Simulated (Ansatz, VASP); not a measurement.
## Tl in VASP and in Ansatz

```
Tl
1.0
     3.08995   -1.72698    0.11536
     3.08995    1.72698    0.11536
    -2.08749    0.00000    5.71846
Tl
2
Direct
  0.22878 0.22878 0.24784
  0.77122 0.77122 0.75216
```

Alike in both runs: functional PBE; k mesh 6 × 6 × 4; occupations gaussian, width 0.1 eV; no spin polarisation.

Ansatz relaxed the structure, and its values are those at the end. VASP's run is a single point on that final structure, the one shown.

|  | VASP | Ansatz |
| --- | --- | --- |
| version | VASP 6.6.1 | Ansatz 0.2.0 |
| potentials or method | VASP PAW PBE potentials, release 64 (Tl_d), cutoff 520 eV | scalar-relativistic, plane waves, PAW |
| valence electrons in the cell | 26 | 26 |

|  | VASP | Ansatz | Ansatz less VASP |
| --- | --- | --- | --- |
| gap on the k mesh at the Fermi level (eV) | none | none | - |
| pressure (GPa) | 0.0 | 0.1 | +0.07 |
| rms of the force components (eV/Å) | 0.017 | 0.018 | +0.0001 |

A gap of «none» marks a metal or a gap that the smearing closes.

Neither program's run includes spin-orbit coupling.
